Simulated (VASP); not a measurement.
# AgCl (P6_3/mmc) in VASP: notebook, part 2 of 2

VASP 6.6.1. Earlier steps stand in the parts before.

### 3 Relaxation of cell and atoms, PBE

This run uses another cell than the first one, of 15.92 Å³/atom, 0.714 times its volume.

The input, INCAR:

```
SYSTEM = AgCl
PREC     = Accurate       ! precision mode
ENCUT    = 600            ! plane-wave cutoff, eV
EDIFF    = 1E-6           ! SCF threshold, eV
ISMEAR   = -1             ! smearing method
SIGMA    = 0.02           ! smearing width, eV
LREAL    = .False.        ! projectors in reciprocal space
LASPH    = .True.         ! aspherical terms in the spheres
NELM     = 100            ! most SCF steps
ALGO     = Normal         ! electronic algorithm
ISIF     = 3              ! what is computed and relaxed
LWAVE    = .False.        ! write WAVECAR
LCHARG   = .False.        ! write CHGCAR
GGA      = PE             ! functional
IBRION   = 2              ! ionic algorithm
NSW      = 80             ! ionic steps
EDIFFG   = -0.005         ! ionic threshold
```

The input, KPOINTS:

```
regular mesh
0
Gamma
  12 12 4
  0 0 0
```

The input, POSCAR:

```
AgCl
1.0
    3.5594759100      0.0000000000      0.0000000000
   -1.7797379550      3.0825965622      0.0000000000
    0.0000000000      0.0000000000      5.8019457333
Ag Cl
2 2
Direct
    0.0000000000      0.0000000000      0.0000000000
    0.0000000000      0.0000000000      0.5000000000
    0.3333333333      0.6666666667      0.2500000000
    0.6666666667      0.3333333333      0.7500000000
```

Potentials or basis: VASP PAW PBE potentials, release 64 (Ag, Cl).

On the command line:

```bash
cat potpaw_PBE.64/Ag/POTCAR potpaw_PBE.64/Cl/POTCAR > POTCAR
mpirun -np 1 vasp_std > vasp.out
```

It took 8.6 min on 1 thread of Intel Xeon Platinum 8259CL at 2.50GHz (Skylake/Cascade Lake), shared host; peak memory 0.25 GiB.

Results (log left out):

| Property | Result |
| --- | --- |
| Free energy | -10.7864 eV |
| Relaxed volume | 22.21 Å³/atom |
| Relaxed cell | a = 4.069 Å, b = 4.069 Å, c = 6.197 Å, α = 90.00°, β = 90.00°, γ = 120.00° |
| Space group after relaxing (to 0.05 Å) | P6_3/mmc (No. 194) |
| Energy gained by relaxing | 487.3 meV/atom |
| Ionic steps | 12 |
| Pressure after relaxing | 0.0 GPa |
| Band gap on the k mesh | 0.91 eV, direct |

Step by step:
| step | energy change (eV) | largest force (eV/Å) | pressure (GPa) | volume (Å³) |
| --- | --- | --- | --- | --- |
| 1 | 0.0000 | 0.0000 | 34.72 | 63.66 |
| 2 | -1.7669 | 0.0000 | -3.95 | 101.01 |
| 3 | -1.9339 | 0.0000 | 0.64 | 87.68 |
| 4 | -1.9361 | 0.0000 | -0.19 | 89.25 |
| 5 | -1.9362 | 0.0000 | 0.14 | 88.68 |
| 6 | -1.9382 | 0.0000 | 0.10 | 88.70 |
| 7 | -1.9433 | 0.0000 | 0.09 | 88.74 |
| 8 | -1.9489 | 0.0000 | 0.05 | 88.77 |
| 9 | -1.9491 | 0.0000 | 0.05 | 88.76 |
| 10 | -1.9492 | 0.0000 | 0.05 | 88.76 |
| 11 | -1.9491 | 0.0000 | -0.09 | 89.01 |
| 12 | -1.9492 | 0.0000 | 0.00 | 88.86 |

Final structure:
```cif
data_structure
_symmetry_space_group_name_H-M 'P 1'
_symmetry_Int_Tables_number 1
_cell_length_a 4.0690
_cell_length_b 4.0690
_cell_length_c 6.1970
_cell_angle_alpha 90.000
_cell_angle_beta 90.000
_cell_angle_gamma 120.000
_cell_volume 88.86
loop_
_atom_site_label
_atom_site_type_symbol
_atom_site_fract_x
_atom_site_fract_y
_atom_site_fract_z
_atom_site_occupancy
Ag1 Ag 0.00000 0.00000 0.00000 1
Ag2 Ag 0.00000 0.00000 0.50000 1
Cl1 Cl 0.33333 0.66667 0.25000 1
Cl2 Cl 0.66667 0.33333 0.75000 1
```

Levels at points of the mesh, in eV from the valence-band top:
```csv
k point,band 16,band 17,band 18,band 19,band 20,band 21
"(0.00, 0.00, 0.00)",-0.98,0.00,0.00,0.91,4.13,7.07
"(0.50, 0.00, 0.00)",-1.56,-0.23,-0.04,4.38,4.59,4.88
"(0.00, 0.00, 0.50)",-0.63,-0.63,-0.63,2.87,2.87,8.40
"(0.50, 0.00, 0.50)",-0.86,-0.82,-0.82,3.51,3.51,7.78
```

Caveat: the volume moved by over 15 % at a fixed basis, so the end points are rough. As with any semilocal functional, this PBE gap is likely too small.

### 4 Single point, PBE

This run uses another cell than the first one, of 21.53 Å³/atom, 0.967 times its volume.

The input, INCAR:

```
SYSTEM = AgCl
ALGO = Normal ; EDIFF = 1E-6
ENCUT = 520 ; GGA = PE
ISIF = 2 ; ISMEAR = -1
LASPH = .TRUE. ; LCHARG = .FALSE.
LREAL = .FALSE. ; LWAVE = .FALSE.
NBANDS = 26 ; NELM = 100
PREC = Accurate ; SIGMA = 0.02
```

The input, KPOINTS:

```
k-points
0
G
  12 12 4
  0 0 0
```

The input, POSCAR:

```
AgCl
1.0
    4.0048623722      0.0000000000      0.0000000000
   -2.0024311861      3.4683125530      0.0000000000
    0.0000000000      0.0000000000      6.2010354220
Ag Cl
2 2
Direct
    0.0000000000      0.0000000000      0.0000000000
    0.0000000000      0.0000000000      0.5000000000
    0.3333333333      0.6666666667      0.2500000000
    0.6666666667      0.3333333333      0.7500000000
```

Potentials or basis: VASP PAW PBE potentials, release 64 (Ag, Cl).

On the command line:

```bash
cat potpaw_PBE.64/Ag/POTCAR potpaw_PBE.64/Cl/POTCAR > POTCAR
mpirun -np 1 vasp_std > vasp.out
```

OUTCAR:

```text
SYSTEM = AgCl
   EDIFF = 1E-6
   ENCUT = 520
   GGA = PE
   ISIF = 2
   ISMEAR = -1
   LASPH = .TRUE.
   LREAL = .FALSE.
   NELM = 100
   PREC = Accurate

 ion  position               nearest neighbor table
   1  0.000  0.000  0.000-   3 2.78   4 2.78   4 2.78   3 2.78   4 2.78   3 2.78   2 3.10   2 3.10

   2  0.000  0.000  0.500-   3 2.78   4 2.78   4 2.78   3 2.78   4 2.78   3 2.78   1 3.10   1 3.10

   3  0.333  0.667  0.250-   1 2.78   2 2.78   1 2.78   2 2.78   1 2.78   2 2.78
   4  0.667  0.333  0.750-   1 2.78   2 2.78   1 2.78   2 2.78   1 2.78   2 2.78

  LATTYP: Found a hexagonal cell.
 ALAT       =     4.0048623722
 C/A-ratio  =     1.5483766596

  Lattice vectors:

 A1 = (   4.0048623722,   0.0000000000,   0.0000000000)
 A2 = (  -2.0024311861,   3.4683125530,   0.0000000000)
 A3 = (   0.0000000000,   0.0000000000,   6.2010354220)

Analysis of symmetry for initial positions (statically):
=====================================================================
 Subroutine PRICEL returns:
 Original cell was already a primitive cell.

 Routine SETGRP: Setting up the symmetry group for a
[... 168 lines left out ...]
  ext. energy  EPLUGINS =         0.00000000
  ---------------------------------------------------
  free energy    TOTEN  =       -10.78431701 eV

  energy without entropy =      -10.78431701  energy(sigma->0) =      -10.78431701

 E-fermi :   3.9809     XC(G=0):  -9.8783

 val. band max:        3.5883349731   @ k =   0.0000   0.0000   0.0000
 cond. band min:       4.4965316528   @ k =   0.0000   0.0000   0.0000
 fundamental gap:      0.9081966797
 Fermi energy:         3.9808764833

 k-point     1 :       0.0000    0.0000    0.0000
  band No.  band energies     occupation
      1     -11.3861      2.00000
      2     -10.9084      2.00000
      3      -1.3870      2.00000
      4      -0.6136      2.00000
      5      -0.6136      2.00000
      6       0.4401      2.00000
[... 685 lines left out ...]
     25      12.2683      0.00000
     26      13.4968      0.00000

 [... further k-points ...]
[... 5 lines left out ...]
  --------------------------------------------------------------------------------------
  -------------------------------------------------------------------------------------
  Total        0.8653570      0.8653570      0.6948155     -0.0000000      0.0000000      0.0000000
  in kB       16.0966624     16.0966624     12.9243896     -0.0000000      0.0000000      0.0000000
  external PRESSURE =      15.0392381 kB  Pullay stress =       0.0000000 kB

 VOLUME and BASIS-vectors are now :
 -----------------------------------------------------------------------------
  energy-cutoff  :      520.00
  volume of cell :       86.13
      direct lattice vectors                 reciprocal lattice vectors
     4.004862372  0.000000000  0.000000000     0.249696471  0.144162325  0.000000000
    -2.002431186  3.468312553  0.000000000     0.000000000  0.288324649  0.000000000
     0.000000000  0.000000000  6.201035422     0.000000000  0.000000000  0.161263391

 POSITION                                       TOTAL-FORCE (eV/Angst)
 -----------------------------------------------------------------------------------
      0.00000      0.00000      0.00000         0.000000      0.000000     -0.000000
      0.00000      0.00000      3.10052         0.000000      0.000000     -0.000000
     -0.00000      2.31221      1.55026         0.000000      0.000000      0.000000
      2.00243      1.15610      4.65078        -0.000000     -0.000000     -0.000000
 -----------------------------------------------------------------------------------
    total drift:                               -0.000000      0.000000     -0.000000

  FREE ENERGIE OF THE ION-ELECTRON SYSTEM (eV)
  ---------------------------------------------------
  free  energy   TOTEN  =       -10.7843170125 eV

  energy  without entropy=      -10.7843170125  energy(sigma->0) =      -10.78431701
```

Run time: 1.8 min. Hardware: 1 thread of Intel Xeon Platinum 8259CL at 2.50GHz (Skylake/Cascade Lake), shared host; peak memory 0.26 GiB.

Results:

- Free energy: -10.7843 eV
- Pressure: 1.5 GPa
- Band gap on the k mesh: 0.91 eV, direct

Levels at points of the mesh, in eV from the valence-band top:
```csv
k point,band 15,band 16,band 17,band 18,band 19,band 20,band 21,band 22
"(0.00, 0.00, 0.00)",-1.88,-1.06,0.00,0.00,0.91,4.10,7.15,7.90
"(0.50, 0.00, 0.00)",-1.81,-1.63,-0.23,-0.04,4.50,4.53,4.82,7.73
"(0.00, 0.00, 0.50)",-0.67,-0.67,-0.67,-0.67,2.92,2.92,8.30,8.30
"(0.50, 0.00, 0.50)",-0.90,-0.90,-0.84,-0.84,3.50,3.50,7.83,7.83
```

### 5 The runs side by side

```csv
task,cell,cutoff (eV),gap on the mesh (eV),pressure (GPa)
single point,"a = 4.074, b = 4.074, c = 6.200 Å, angles 90.0, 90.0, 120.0°, 4 atoms",520,0.91,-0.1
relaxation of cell and atoms,"relaxed from a = 3.559, b = 3.559, c = 5.802 Å, angles 90.0, 90.0, 120.0°, 4 atoms",600,0.91,0.0
single point,"a = 4.005, b = 4.005, c = 6.201 Å, angles 90.0, 90.0, 120.0°, 4 atoms",520,0.91,1.5
```

Alike in all rows: level PBE; potentials or basis VASP PAW PBE potentials, release 64 (Ag, Cl); no spin polarisation; k mesh 12 × 12 × 4; smearing fermi-dirac 0.02 eV.

Caveats: the volume moved by over 15 % at a fixed basis, so the end points are rough (some runs).

Absolute energies hang on the potentials; compare differences alone.
